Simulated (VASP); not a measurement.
# Li2Pt (P6/mmm) in VASP: a series of runs, part 2 of 2

VASP 6.6.1. Earlier steps stand in the parts before.

## (3) Single point, LDA (equal xx and yy strain of -1 %)

File INCAR:

```
SYSTEM = Li2Pt
PREC = Accurate
ENCUT = 520
EDIFF = 1E-6
ISMEAR = -1
SIGMA = 0.03
LREAL = .False.
LASPH = .True.
NELM = 80
ALGO = Normal
ISIF = 2
LWAVE = .False.
LCHARG = .True.
GGA = CA
LELF = .True.
LVHAR = .True.
NBANDS = 15
```

File KPOINTS:

```
Automatic mesh
0
Gamma
  9 9 12
  0 0 0
```

File POSCAR:

```
Li2Pt
1.0
    4.1441389967      0.0000000000      0.0000000000
   -2.0720694984      3.5889296481      0.0000000000
    0.0000000000      0.0000000000      2.6610000000
Li Pt
2 1
Direct
    0.3333333333      0.6666666667      0.5000000000
    0.6666666667      0.3333333333      0.5000000000
    0.0000000000      0.0000000000      0.0000000000
```

Potentials or basis: VASP PAW LDA potentials, release 64 (Li_sv, Pt).

Launch:

```bash
$ cat potpaw_LDA.64/Li_sv/POTCAR potpaw_LDA.64/Pt/POTCAR > POTCAR
$ mpirun -np 1 vasp_std > vasp.out
```

OUTCAR:

```text
SYSTEM = Li2Pt
   PREC = Accurate
   ENCUT = 520
   EDIFF = 1E-6
   ISMEAR = -1
   LREAL = .False.
   LASPH = .True.
   NELM = 80
   ISIF = 2
   GGA = CA

 ion  position               nearest neighbor table
   1  0.333  0.667  0.500-   2 2.39   2 2.39   2 2.39   3 2.74   3 2.74   3 2.74   3 2.74   3 2.74
                             3 2.74
   2  0.667  0.333  0.500-   1 2.39   1 2.39   1 2.39   3 2.74   3 2.74   3 2.74   3 2.74   3 2.74
                             3 2.74
   3  0.000  0.000  0.000-   1 2.74   2 2.74   1 2.74   2 2.74   2 2.74   2 2.74   1 2.74   1 2.74
                             2 2.74   2 2.74   1 2.74   1 2.74

  LATTYP: Found a hexagonal cell.
 ALAT       =     4.1441389967
 C/A-ratio  =     0.6421116671

  Lattice vectors:

 A1 = (   4.1441389967,   0.0000000000,   0.0000000000)
 A2 = (  -2.0720694984,   3.5889296481,   0.0000000000)
 A3 = (   0.0000000000,   0.0000000000,   2.6610000000)

Analysis of symmetry for initial positions (statically):
=====================================================================
 Subroutine PRICEL returns:
 Original cell was already a primitive cell.

 Routine SETGRP: Setting up the symmetry group for a
 hexagonal supercell.

 Subroutine GETGRP returns: Found 24 space group operations
 (whereof 24 operations were pure point group operations)
 out of a pool of 24 trial point group operations.

The static configuration has the point symmetry D_6h.

Analysis of symmetry for dynamics (positions and initial velocities):
=====================================================================
 Subroutine PRICEL returns:
 Original cell was already a primitive cell.

 Routine SETGRP: Setting up the symmetry group for a
 hexagonal supercell.

 Subroutine GETGRP returns: Found 24 space group operations
 (whereof 24 operations were pure point group operations)
 out of a pool of 24 trial point group operations.

The dynamic configuration has the point symmetry D_6h.

 Subroutine INISYM returns: Found 24 space group operations
 (whereof 24 operations are pure point group operations),
 and found     1 'primitive' translations

----------------------------------------------------------------------------------------

                                     Primitive cell

  volume of cell :      39.5771

  direct lattice vectors                    reciprocal lattice vectors
     4.144138997  0.000000000  0.000000000     0.241304648  0.139317303  0.000000000
    -2.072069498  3.588929648  0.000000000     0.000000000  0.278634606  0.000000000
     0.000000000  0.000000000  2.661000000     0.000000000  0.000000000  0.375798572

  length of vectors
     4.144138997  4.144138997  2.661000000     0.278634606  0.278634606  0.375798572

  position of ions in fractional coordinates (direct lattice)
     0.333333333  0.666666667  0.500000000
     0.666666667  0.333333333  0.500000000
     0.000000000  0.000000000  0.000000000

  ion indices of the primitive-cell ions
   primitive index   ion index
                 1           1
                 2           2
                 3           3
[... 34 lines left out ...]
  0.111111  0.111111  0.000000      6.000000
[... 16 lines left out ...]
  0.333333  0.222222  0.083333     24.000000
  0.333333  0.333333  0.083333      4.000000
 [... further k-points ...]
   k-points           NKPTS =     84   k-points in BZ     NKDIM =     84   number of bands    NBANDS=     15
   number of dos      NEDOS =    301   number of ions     NIONS =      3
   total plane-waves  NPLWV =  20480
   dimension x,y,z NGX =    32 NGY =   32 NGZ =   20
   dimension x,y,z NGXF=    64 NGYF=   64 NGZF=   40
   ions per type =               2   1
   NGX,Y,Z   is equivalent  to a cutoff of  12.84, 12.84, 12.49 a.u.
   NGXF,Y,Z  is equivalent  to a cutoff of  25.67, 25.67, 24.99 a.u.
 SYSTEM =  Li2Pt
   PREC   = accura    normal or accurate (medium, high low for compatibility)
   ISTART =      0    job   : 0-new  1-cont  2-samecut
   ICHARG =      2    charge: 1-file 2-atom 10-const
   ISPIN  =      1    spin polarized calculation?
   LNONCOLLINEAR =      F non collinear calculations
   LSORBIT =      F    spin-orbit coupling
   LASPH  =      T    aspherical Exc in radial PAW
   ENCUT  =  520.0 eV  38.22 Ry    6.18 a.u.   7.71  7.71  4.95*2*pi/ulx,y,z
   NELM   =     80;   NELMIN=  2; NELMDL= -5     # of ELM steps
   EDIFF  = 0.1E-05   stopping-criterion for ELM
   LREAL  =      F    real-space projection
   EDIFFG = 0.1E-04   stopping-criterion for IOM
   NSW    =      0    number of steps for IOM
   IBRION =     -1    ionic relax: 0-MD 1-quasi-New 2-CG
   NFREE  =      0    steps in history (QN), initial steepest desc. (CG)
   ISIF   =      2    stress and relaxation
   ISYM   =      2    0-nonsym 1-usesym 2-fastsym
   POTIM  = 0.5000    time-step for ionic-motion
   TEBEG  =    0.0;   TEEND  =   0.0 temperature during run
   PSTRESS=    0.0 pullay stress
   NELECT =      16.0000    total number of electrons
   NUPDOWN=      -1.0000    fix difference up-down
   EMIN   =  10.00;   EMAX   =-10.00  energy-range for DOS
   EFERMI =   0.00;   METHOD = LEGACY
   ISMEAR =    -1;   SIGMA  =   0.03  broadening in eV -4-tet -1-fermi 0-gaus
   EFERMI_NEDOS =   21; number of points for ismear=-14 and -15
   IALGO  =     38    algorithm
   IMIX   =      4    mixing-type and parameters
     AMIX     =   0.40;   BMIX     =  1.00
     AMIX_MAG =   1.60;   BMIX_MAG =  1.00
  volume/ion in A,a.u.               =      13.19        89.03
  Fermi-wavevector in a.u.,A,eV,Ry     =   1.210506  2.287524 19.936939  1.465324
  Thomas-Fermi vector in A             =   2.346050
   LORBIT       =      0    0 simple, 1 ext, 2 COOP (PROOUT), +10 PAW based schemes
   GGA     = CA    functional components
   LHFCALC =     F    Hartree Fock is set to
   AEXX    =    0.0000 exact exchange contribution
   IVDW    =     0    specifies the selected vdW correction
   LEPSILON=     F    determine dielectric tensor
   LRPA    =     F    only Hartree local field effects (RPA)
 non-spin polarized calculation
  energy-cutoff  :      520.00
  volume of cell :       39.58
 maximum number of plane-waves:      1102
 NGX is ok and might be reduce to    32
   NGX = 15   NGY = 15   NGZ =  9

 number of electron      15.9999999 magnetization

 Free energy of the ion-electron system (eV)
  ---------------------------------------------------
  ext. energy  EPLUGINS =         0.00000000
  ---------------------------------------------------
  free energy    TOTEN  =       -13.15958705 eV

  energy without entropy =      -13.15559357  energy(sigma->0) =      -13.15759031

 E-fermi :   5.2241     XC(G=0): -10.5439

 val. band max:        5.2066392200   @ k =   0.2222   0.2222   0.0833
 cond. band min:       5.2349875910   @ k =   0.2222   0.2222   0.4167
 fundamental gap:      0.0283483711
 Fermi energy:         5.2240805555

 k-point     1 :       0.0000    0.0000    0.0000
  band No.  band energies     occupation
      1     -39.4490      2.00000
      2     -39.3194      2.00000
      3      -1.4240      2.00000
      4       0.8181      2.00000
      5       1.8879      2.00000
      6       1.8879      2.00000
      7       4.5732      2.00000
      8       4.5732      2.00000
      9       9.1874      0.00000
     10       9.1874      0.00000
     11      11.7704      0.00000
     12      11.7704      0.00000
     13      14.5416      0.00000
     14      15.7122      0.00000
[... 401 lines left out ...]
      2     -39.3816      2.00000
      3      -0.4135      2.00000
      4       2.2574      2.00000
      5       2.2574      2.00000
      6       2.2949      2.00000
      7       3.8262      2.00000
      8       3.8262      2.00000
      9       5.2877      0.21425
     10       5.2877      0.21425
     11      13.7753      0.00000
     12      16.4721      0.00000
     13      16.4721      0.00000
     14      19.9696      0.00000
     15      19.9696      0.00000

 [... further k-points ...]

------------------------ aborting loop because EDIFF is reached ----------------------------------------

  FORCE on cell =-STRESS in cart. coord.  units (eV):
  Direction    XX          YY          ZZ          XY          YZ          ZX
  --------------------------------------------------------------------------------------
  -------------------------------------------------------------------------------------
  Total       -0.6767852     -0.6767852     -1.0735075      0.0000000     -0.0000000      0.0000000
  in kB      -27.3979011    -27.3979011    -43.4581792      0.0000000     -0.0000000      0.0000000
  external PRESSURE =     -32.7513271 kB  Pullay stress =       0.0000000 kB

 VOLUME and BASIS-vectors are now :
 -----------------------------------------------------------------------------
  energy-cutoff  :      520.00
  volume of cell :       39.58
      direct lattice vectors                 reciprocal lattice vectors
     4.144138997  0.000000000  0.000000000     0.241304648  0.139317303  0.000000000
    -2.072069498  3.588929648  0.000000000     0.000000000  0.278634606  0.000000000
     0.000000000  0.000000000  2.661000000     0.000000000  0.000000000  0.375798572

 POSITION                                       TOTAL-FORCE (eV/Angst)
 -----------------------------------------------------------------------------------
     -0.00000      2.39262      1.33050        -0.000000      0.000000      0.000000
      2.07207      1.19631      1.33050        -0.000000      0.000000      0.000000
      0.00000      0.00000      0.00000         0.000000     -0.000000      0.000000
 -----------------------------------------------------------------------------------
    total drift:                                0.000000     -0.000000     -0.000000

  FREE ENERGIE OF THE ION-ELECTRON SYSTEM (eV)
  ---------------------------------------------------
  free  energy   TOTEN  =       -13.1595870456 eV

  energy  without entropy=      -13.1555935682  energy(sigma->0) =      -13.15759031
```

OSZICAR:

```text
N       E                     dE             d eps       ncg     rms          rms(c)
DAV:   1     0.717431696955E+02    0.71743E+02   -0.73344E+03  2584   0.110E+03
DAV:   2    -0.646009814847E+01   -0.78203E+02   -0.71431E+02  3123   0.237E+02
DAV:   3    -0.138234301297E+02   -0.73633E+01   -0.71886E+01  4727   0.472E+01
DAV:   4    -0.139279426693E+02   -0.10451E+00   -0.10442E+00  2808   0.818E+00
DAV:   5    -0.139294622414E+02   -0.15196E-02   -0.15195E-02  3560   0.798E-01    0.774E+00
DAV:   6    -0.133939362181E+02    0.53553E+00   -0.28207E+00  2709   0.143E+01    0.279E+00
DAV:   7    -0.131780762427E+02    0.21586E+00   -0.34818E-01  2681   0.530E+00    0.968E-01
DAV:   8    -0.131625369129E+02    0.15539E-01   -0.19200E-02  3390   0.965E-01    0.477E-01
DAV:   9    -0.131595583203E+02    0.29786E-02   -0.76844E-03  3337   0.707E-01    0.906E-02
DAV:  10    -0.131595857289E+02   -0.27409E-04   -0.14241E-04  3242   0.946E-02    0.194E-02
DAV:  11    -0.131595871454E+02   -0.14166E-05   -0.68343E-06  3641   0.204E-02    0.277E-03
DAV:  12    -0.131595870456E+02    0.99817E-07   -0.20195E-07  2275   0.391E-03
   1 F= -.13159587E+02 E0= -.13157590E+02  d E =-.399348E-02
```

stdout:

```text
POSCAR found type information on POSCAR LiPt
 POSCAR found :  2 types and       3 ions
 scaLAPACK will be used
 LDA part: xc-table for (Slater(with rela. corr.)+CA(PZ))
 , standard interpolation
 POSCAR, INCAR and KPOINTS ok, starting setup
 FFT: planning ... GRIDC
 FFT: planning ... GRID_SOFT
 FFT: planning ... GRID
 WAVECAR not read
 entering main loop
```

Run time: 30 s. Hardware: 1 thread of Intel Xeon Platinum 8259CL at 2.50GHz (Skylake/Cascade Lake), shared host; peak memory 0.17 GiB.

What came out:

```
Free energy            : -13.1596 eV
Band gap on the k mesh : zero (bands 8 and 9 overlap by 1.83 eV)
```

Levels at points of the mesh, in eV from the Fermi level:
| k point | band 4 | band 5 | band 6 | band 7 | band 8 | band 9 | band 10 | band 11 | band 12 | band 13 |
| --- | --- | --- | --- | --- | --- | --- | --- | --- | --- | --- |
| (0.00, 0.00, 0.00) | -4.41 | -3.34 | -3.34 | -0.65 | -0.65 | 3.96 | 3.96 | 6.55 | 6.55 | 9.32 |
| (0.00, 0.00, 0.50) | -3.77 | -3.77 | -2.16 | -2.16 | 0.57 | 2.86 | 6.52 | 6.52 | 7.38 | 10.73 |

Caveat: the cell differs from its parent crystal (equal xx and yy strain of -1 %); the cutoff is under 1.25 times the usual one of these potentials, so pressure, stress and relaxed cells hold a basis-set (Pulay) error; spin-orbit coupling is left out, which moves the levels of the heavy elements.

## (4) Single point, LDA (equal xx and yy strain of +1 %)

File INCAR:

```
SYSTEM = Li2Pt
PREC = Accurate
ENCUT = 520
EDIFF = 1E-6
ISMEAR = -1
SIGMA = 0.03
LREAL = .False.
LASPH = .True.
NELM = 60
ALGO = Normal
ISIF = 2
LWAVE = .False.
LCHARG = .False.
NBANDS = 15
```

File KPOINTS:

```
regular mesh
0
Gamma
  9 9 12
  0 0 0
```

File POSCAR:

```
Li2Pt
1.0
    4.2278589765      0.0000000000      0.0000000000
   -2.1139294882      3.6614332773      0.0000000000
    0.0000000000      0.0000000000      2.6610000000
Li Pt
2 1
Direct
    0.3333333333      0.6666666667      0.5000000000
    0.6666666667      0.3333333333      0.5000000000
    0.0000000000      0.0000000000      0.0000000000
```

Launch:

```bash
$ cat potpaw_LDA.64/Li_sv/POTCAR potpaw_LDA.64/Pt/POTCAR > POTCAR
$ mpirun -np 1 vasp_std > vasp.out
```

Run time: 27 s. Hardware: 1 thread of Intel Xeon Platinum 8259CL at 2.50GHz (Skylake/Cascade Lake), shared host; peak memory 0.17 GiB.

Results (log left out):

- Free energy: -13.1214 eV
- Band gap on the k mesh: zero (bands 8 and 9 overlap by 1.85 eV)

Levels at points of the mesh, in eV from the Fermi level:
| k point | band 6 | band 7 | band 8 | band 9 | band 10 | band 11 |
| --- | --- | --- | --- | --- | --- | --- |
| (0.00, 0.00, 0.00) | -3.28 | -0.64 | -0.64 | 3.69 | 3.69 | 6.20 |
| (0.00, 0.00, 0.50) | -2.11 | -2.11 | 0.58 | 2.81 | 6.43 | 6.43 |

Caveat: the cell differs from its parent crystal (equal xx and yy strain of +1 %); the cutoff is under 1.25 times the usual one of these potentials, so pressure, stress and relaxed cells hold a basis-set (Pulay) error; spin-orbit coupling is left out, which moves the levels of the heavy elements.

## (5) Summary

| cell | gap on the mesh (eV) |
| --- | --- |
| a = 4.102, b = 4.102, c = 2.661 Å, angles 90.0, 90.0, 120.0°, 3 atoms | none |
| a = 4.144, b = 4.144, c = 2.661 Å, angles 90.0, 90.0, 120.0°, 3 atoms | none |
| a = 4.228, b = 4.228, c = 2.661 Å, angles 90.0, 90.0, 120.0°, 3 atoms | none |

Alike in all rows: task single point; level LDA; potentials or basis VASP PAW LDA potentials, release 64 (Li_sv, Pt); no spin polarisation; k mesh 9 × 9 × 12; cutoff (eV) 520; smearing fermi-dirac 0.03 eV.

Caveats: the cutoff is under 1.25 times the usual one of these potentials, so pressure, stress and relaxed cells hold a basis-set (Pulay) error; spin-orbit coupling is left out, which moves the levels of the heavy elements.

Absolute energies hang on the potentials; compare differences alone.
